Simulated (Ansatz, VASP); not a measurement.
# One calculation of W, two programs

File INCAR:

```
PREC = Accurate
ENCUT = 520
EDIFF = 1E-7
ISMEAR = -1
SIGMA = 0.1
LREAL = False
LASPH = True
NELM = 60
ALGO = Normal
ISIF = 2
LWAVE = False
LCHARG = False
GGA = PE
NBANDS = 13
```

Contents of KPOINTS:

```
regular mesh
0
Gamma
  19 19 19
```

File POSCAR:

```
W
1.0
    2.6723688125      0.0000000000      0.0000000000
    0.0000000000      2.6723688125      0.0000000000
    0.0000000000      0.0000000000      2.6723688125
W
1
Direct
    0.0000000000      0.0000000000      0.0000000000
```

Input for Ansatz:

```yaml
crystal:
  lattice:
    - [2.6723688125, 0.0, 0.0]
    - [0.0, 2.6723688125, 0.0]
    - [0.0, 0.0, 2.6723688125]
  atoms:
    - { symbol: W, position: [0.0, 0.0, 0.0] }
hamiltonian:
  xc: pbe
  pseudopotentials:
    kind: paw
    azcp:
      W: "pseudopotentials/W.paw.azcp"
basis:
  ecutwfc: 420
  fft_grid_basis: typed
kpoints:
  mp_grid: { grid: [19, 19, 19], shift: [0, 0, 0] }
magnetization:
  spin_polarized: false
scf:
  occupations: { method: fermi_dirac, width: 0.1 }
output:
  stress: true
```

Alike in both runs: task single point; functional PBE; k mesh 19 × 19 × 19; occupations fermi-dirac, width 0.1 eV; no spin polarisation.

|  | VASP | Ansatz |
| --- | --- | --- |
| version | VASP 6.6.1 | Ansatz 0.2.0 |
| potentials or method | VASP PAW PBE potentials, release 64 (W_sv), cutoff 520 eV | plane waves (420 eV) with PAW, scalar-relativistic |
| valence electrons in the cell | 14 | 14 |

|  | VASP | Ansatz | Ansatz less VASP |
| --- | --- | --- | --- |
| pressure (GPa) | -6.9 | -7.3 | -0.42 |

Spin-orbit coupling is off throughout.
